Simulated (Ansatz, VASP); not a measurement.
**Two plane-wave programs on K**

Contents of POSCAR:

```
K
1.0
    4.3104394900      0.0000000000      0.0000000000
    0.0000000000      4.3104394900      0.0000000000
    0.0000000000      0.0000000000      4.4289765760
K
1
Direct
    0.0000000000      0.0000000000      0.0000000000
```

INCAR.step1

```
PREC = Accurate
ENCUT = 520
ISMEAR = 0
SIGMA = 0.15
LREAL = F
LASPH = T
NELM = 80
NBANDS = 10
GGA = PE
ALGO = Normal
EDIFF = 1E-4
LWAVE = T
LCHARG = F
```

File INCAR.step2:

```
PREC = Accurate
ENCUT = 520
EDIFF = 1E-7
ISMEAR = 0
SIGMA = 0.15
LREAL = F
LASPH = T
NELM = 80
ALGO = Normal
ISIF = 2
LWAVE = F
LCHARG = T
METAGGA = R2SCAN
LMIXTAU = T
LELF = T
LVHAR = T
NBANDS = 10
ISTART = 1
```

Contents of KPOINTS:

```
regular mesh
0
Gamma
  10 10 10
```

Input for Ansatz:

```yaml
crystal:
  lattice:
    - [4.31043949, 0.0, 0.0]
    - [0.0, 4.31043949, 0.0]
    - [0.0, 0.0, 4.428976576]
  atoms:
    - { symbol: K, position: [0.0, 0.0, 0.0] }
basis:
  ecutwfc: 500
kpoints:
  mp_grid: { grid: [10, 10, 10] }
hamiltonian:
  xc: r2scan
scf:
  occupations: { method: gaussian, width: 0.15 }
output:
  forces: true
  stress: true
  eigenvalues: true
```

Change from the starting cell: normal strain along x +0.0000, normal strain along z +0.0275.

Alike in both runs: task single point; functional r2SCAN; k mesh 10 × 10 × 10; occupations gaussian, width 0.15 eV; no spin polarisation.

```csv
,VASP,Ansatz
version,VASP 6.6.1,Ansatz 0.2.0
potentials or method,"VASP PAW PBE potentials, release 64 (K_sv), cutoff 520 eV","scalar-relativistic, plane waves, PAW"
valence electrons in the cell,9,9
```

|  | VASP | Ansatz | Ansatz less VASP |
| --- | --- | --- | --- |
| gap on the k mesh at the Fermi level (eV) | none | none | - |
| pressure (GPa) | -0.1 | -0.1 | +0.02 |
| traceless stress, the component that is largest in VASP (GPa) | -0.17 | -0.17 | +0.001 |

VASP's potentials were made for PBE, not for r2SCAN. A gap of «none» marks a metal or a gap that the smearing closes. With one functional, cell and mesh, what is left measures potentials, basis and numerics.
